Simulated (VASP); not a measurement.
Wanted: the native input for a VASP 6.6.1 run.

```yaml
Task: single point
Functional: PBE
Potentials_or_basis: VASP PAW PBE potentials, release 64 (Co)
Cutoff: 520 eV
k_mesh: 20 × 20 × 20
Occupations: gaussian, width 0.05 eV
Spin: collinear spin, ferromagnetic start
Starting_moments: "[0.5] μB"
Dipole_correction: no
Further_INCAR_settings: ALGO = Fast; EDIFF = 1e-07; NBANDS = 14
```

The structure of Co lies in POSCAR:

```
Co
1.0
   -1.4047453212      1.4047453212      1.4047453212
    1.4047453212     -1.4047453212      1.4047453212
    1.4047453212      1.4047453212     -1.4047453212
Co
1
Direct
    0.0000000000      0.0000000000      0.0000000000
```

This isn't the form of Co at room conditions, which is hcp.

The input as run:

INCAR

```
  PREC = Accurate
  ENCUT = 520
  EDIFF = 1E-7
  ISMEAR = 0
  SIGMA = 0.05
  LREAL = False
  LASPH = True
  NELM = 150
  ALGO = Fast
  ISIF = 2
  LWAVE = False
  LCHARG = False
  ISPIN = 2
  MAGMOM = 0.5
  LORBIT = 11
  LMAXMIX = 4
  GGA = PE
  NBANDS = 14
```

KPOINTS

```
regular mesh
0
Gamma
  20 20 20
```

Potentials or basis: VASP PAW PBE potentials, release 64 (Co).

Launch:

```bash
$ cat potpaw_PBE.64/Co/POTCAR > POTCAR
$ mpirun -np 1 vasp_std > vasp.out
```

It gave:

```json
{"Pressure": "-0.9 GPa", "Net moment": "1.72 μB per cell", "Site moments": "Co +1.75 μB", "Valence electrons inside the program's atomic spheres": "Co 8.22"}
```

Wall time 40 s on 1 thread of Intel(R) Xeon(R) 6975P-C (Granite Rapids) (shared host), peak memory 0.17 GiB.
